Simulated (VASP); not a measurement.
S: single point with PBEsol

S:

```xyz
1
Lattice="0.0000 1.8210 1.8210 1.8210 0.0000 1.8210 1.8210 1.8210 0.0000" Properties=species:S:1:pos:R:3 pbc="T T T"
S     0.0000    0.0000    0.0000
```

```yaml
Program: VASP 6.6.1
Task: single point
Functional: PBEsol
Potentials_or_basis: VASP PAW PBE potentials, release 64 (S)
Cutoff: 520 eV
k_mesh: 9 × 9 × 9
Occupations: gaussian, width 0.05 eV
Spin: no spin polarisation
Dipole_correction: no
Further_INCAR_settings: ALGO = Normal; EDIFF = 1e-06; NBANDS = 9
```

```yaml
Pressure: 30.0 GPa
Band_gap_on_the_k_mesh: zero (band 3 reaches 16.76 eV, above the bottom of band 4 at 8.51 eV)
```

Levels at points of the mesh, in eV from the Fermi level:
| k point | band 1 | band 2 | band 3 | band 4 | band 5 | band 6 |
| --- | --- | --- | --- | --- | --- | --- |
| (0.00, 0.00, 0.00) | -19.94 | 4.91 | 4.91 | 4.91 | 12.16 | 12.16 |

Run time: 2.3 s on 1 thread of Intel(R) Xeon(R) Platinum 8375C CPU @ 2.90GHz (Ice Lake) (shared host), peak memory 0.11 GiB.

Caveat: the PAW data sets were made with another functional, which shifts forces and pressure a little.
